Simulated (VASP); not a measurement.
W, 1 atom in the cell. The typed cell holds 1 atom: a = 2.813 Å, b = 2.693 Å, c = 2.781 Å, α = 109.79°, β = 111.61°, γ = 106.53°. 

| Property | Result |
| --- | --- |
| Program | VASP 6.6.1 |
| Task | single point |
| Functional | PBE |
| Potentials or basis | VASP PAW PBE potentials, release 64 (W_sv) |
| Cutoff | 520 eV |
| k mesh | 8 × 9 × 9 |
| Occupations | fermi-dirac, width 0.1 eV |
| Spin | no spin polarisation |
| Dipole correction | no |
| Further INCAR settings | ALGO = Normal; EDIFF = 1e-06; NBANDS = 13 |

Potentials or basis: VASP PAW PBE potentials, release 64 (W_sv).

Command:

```bash
$ cat potpaw_PBE.64/W_sv/POTCAR > POTCAR
$ mpirun -np 1 vasp_std > vasp.out
```

Hardware: 1 thread of Intel(R) Xeon(R) 6975P-C (Granite Rapids), with other jobs on the host.

Q: How long does it take, and how much memory?

A: It took 16 s on 1 thread of Intel(R) Xeon(R) 6975P-C (Granite Rapids), with other jobs on the host, peak memory 0.18 GiB. Counts: scf iterations 11, k points 325.
